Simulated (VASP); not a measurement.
# Al (Im-3m) in VASP: notebook, part 2 of 2

VASP 6.6.1. Earlier steps stand in the parts before.

## (6) Relaxation of cell and atoms, PBEsol, target pressure 10 GPa, at which the enthalpy is minimised

This run uses another cell than the first one, of 16.12 Å³/atom, 1.084 times its volume.

Contents of INCAR:

```
SYSTEM = Al
ALGO = Normal
EDIFF = 1E-6
EDIFFG = -0.02
ENCUT = 600
GGA = PS
IBRION = 2
ISIF = 3
ISMEAR = -1
LASPH = .TRUE.
LCHARG = .FALSE.
LREAL = .FALSE.
LWAVE = .FALSE.
NELM = 100
NSW = 80
PREC = Accurate
PSTRESS = 100.0
SIGMA = 0.05
```

Contents of KPOINTS:

```
k-points
0
G
  12 12 12
  0 0 0
```

Contents of POSCAR:

```
Al
1.0
   -1.5912186900      1.5912186900      1.5912186900
    1.5912186900     -1.5912186900      1.5912186900
    1.5912186900      1.5912186900     -1.5912186900
Al
1
Direct
    0.0000000000      0.0000000000      0.0000000000
```

Potentials or basis: VASP PAW PBE potentials, release 64 (Al).

Run with:

```console
> cat potpaw_PBE.64/Al/POTCAR > POTCAR
> mpirun -np 1 vasp_std > vasp.out
```

OUTCAR:

```text
SYSTEM = Al
   EDIFF = 1E-6
   EDIFFG = -0.02
   ENCUT = 600
   GGA = PS
   IBRION = 2
   ISIF = 3
   ISMEAR = -1
   LASPH = .TRUE.
   LREAL = .FALSE.
   NELM = 100
   NSW = 80
   PREC = Accurate
   PSTRESS = 100.0

 ion  position               nearest neighbor table
   1  0.000  0.000  0.000-

  LATTYP: Found a body centered cubic cell.
 ALAT       =     3.1824373800

  Lattice vectors:

 A1 = (  -1.5912186900,   1.5912186900,   1.5912186900)
 A2 = (   1.5912186900,  -1.5912186900,   1.5912186900)
 A3 = (   1.5912186900,   1.5912186900,  -1.5912186900)

Analysis of symmetry for initial positions (statically):
=====================================================================
[... 244 lines left out ...]

 number of electron       3.0000000 magnetization

 Free energy of the ion-electron system (eV)
  ---------------------------------------------------
  ext. energy  EPLUGINS =         0.00000000
  ---------------------------------------------------
  free energy    TOTEN  =        -3.94165108 eV

  energy without entropy =       -3.93754015  energy(sigma->0) =       -3.93959561

 E-fermi :   9.0723     XC(G=0): -10.6435

 val. band max:        8.9680146215   @ k =   0.2500   0.2500   0.1667
 cond. band min:       9.0871533957   @ k =  -0.3333   0.5000   0.1667
 fundamental gap:      0.1191387742
 Fermi energy:         9.0723353060

 k-point     1 :       0.0000    0.0000    0.0000
  band No.  band energies     occupation
      1      -2.7901      2.00000
      2      22.9543      0.00000
      3      22.9543      0.00000
      4      22.9543      0.00000
      5      25.3364      0.00000
[... 177 lines left out ...]
 k-point    24 :       0.4167    0.0833    0.0833
  band No.  band energies     occupation
      1       4.7519      2.00000
      2       5.5003      2.00000
      3      14.1755      0.00000
      4      15.3083      0.00000
      5      23.9025      0.00000

 [... further k-points ...]
[... 5 lines left out ...]
  --------------------------------------------------------------------------------------
  -------------------------------------------------------------------------------------
  Total        0.9286112      0.9286112      0.9286112      0.0000000      0.0000000     -0.0000000
  in kB       99.9704022     99.9704022     99.9704022      0.0000000      0.0000000     -0.0000000
  external PRESSURE =      -0.0295978 kB  Pullay stress =     100.0000000 kB
[... 20 lines left out ...]
  energy  without entropy=       -3.9375401494  energy(sigma->0) =       -3.93959561

  enthalpy is  TOTEN    =        -3.0127649898 eV   P V=        0.9288860861

 reached required accuracy - stopping structural energy minimisation
```

OSZICAR:

```text
N       E                     dE             d eps       ncg     rms          rms(c)
DAV:   1    -0.135329123581E+01   -0.13533E+01   -0.87742E+02   740   0.366E+02
DAV:   2    -0.399120813993E+01   -0.26379E+01   -0.23894E+01   915   0.331E+01
DAV:   3    -0.401698775185E+01   -0.25780E-01   -0.25734E-01  1025   0.391E+00
DAV:   4    -0.401706853934E+01   -0.80787E-04   -0.80788E-04  1040   0.179E-01
[... 14 lines left out ...]
DAV:   1    -0.394212470099E+01   -0.38210E-01   -0.54561E-02   925   0.152E+00    0.211E-01
DAV:   2    -0.394184806800E+01    0.27663E-03   -0.37754E-04   840   0.178E-01    0.751E-02
DAV:   3    -0.394166537155E+01    0.18270E-03   -0.55224E-05   930   0.465E-02    0.258E-02
DAV:   4    -0.394165108392E+01    0.14288E-04   -0.57335E-06   935   0.151E-02    0.166E-02
DAV:   5    -0.394165107592E+01    0.80005E-08   -0.44660E-08   510   0.227E-03
   3 F= -.30127650E+01 E0= -.30107095E+01  d E =-.316078E-01
```

It took 4.5 s on 1 thread of Intel Xeon 6975P-C, shared host; peak memory 0.14 GiB.

Results:

* Free energy: -3.9417 eV
* Relaxed volume: 14.88 Å³/atom
* Relaxed cell: a = 2.684 Å, b = 2.684 Å, c = 2.684 Å, α = 109.47°, β = 109.47°, γ = 109.47°
* Space group after relaxing (to 0.05 Å): Im-3m (No. 229)
* Energy change on relaxing (the enthalpy is what falls): +45.4 meV/atom
* Ionic steps: 3
* Pressure after relaxing: 10.0 GPa

Step by step:
| step | energy change (eV) | largest force (eV/Å) | pressure (GPa) | volume (Å³) |
| --- | --- | --- | --- | --- |
| 1 | 0.0000 | 0.0000 | 2.32 | 16.12 |
| 2 | 0.0831 | 0.0000 | 14.19 | 14.38 |
| 3 | 0.0454 | 0.0000 | 10.00 | 14.88 |

Final structure:
```
CELL_PARAMETERS angstrom
-1.54955 1.54955 1.54955
1.54955 -1.54955 1.54955
1.54955 1.54955 -1.54955
ATOMIC_POSITIONS crystal
Al 0.00000 0.00000 0.00000
```

Levels at points of the mesh, in eV from the Fermi level:
```
           k point  band 1  band 2  band 3  band 4
(0.00, 0.00, 0.00)  -11.86   13.88   13.88   13.88
(0.50, 0.00, 0.00)   -4.71   -3.98    8.50    8.98
(0.50, 0.50, 0.50)    2.06    2.06    2.06    2.81
```

Caveat: the cell is relaxed towards a set pressure, so the enthalpy falls and the energy may rise; the PAW data sets were made with another functional, which shifts forces and pressure a little.

## (7) Overview

| task | cell | cutoff (eV) | gap on the mesh (eV) | pressure (GPa) |
| --- | --- | --- | --- | --- |
| single point | a = 2.683 Å, angles 109.5°, 1 atom | 520 | none | 10.1 |
| single point | a = 2.783 Å, angles 109.5°, 1 atom | 520 | none | 0.0 |
| relaxation of cell and atoms | relaxed from a = 2.756 Å, angles 109.5°, 1 atom | 600 | none | 0.0 |
| relaxation of cell and atoms | relaxed to 5 GPa from a = 2.756 Å, angles 109.5°, 1 atom | 600 | none | 5.0 |
| relaxation of cell and atoms | relaxed to 10 GPa from a = 2.756 Å, angles 109.5°, 1 atom | 600 | none | 10.0 |

Alike in all rows: level PBEsol; potentials or basis VASP PAW PBE potentials, release 64 (Al); no spin polarisation; k mesh 12 × 12 × 12; smearing fermi-dirac 0.05 eV.

Caveats: the PAW data sets were made with another functional, which shifts forces and pressure a little; the cell is relaxed towards a set pressure, so the enthalpy falls and the energy may rise (some runs).

Total energies depend on the potentials used, so only differences within one code and one set of settings carry meaning.
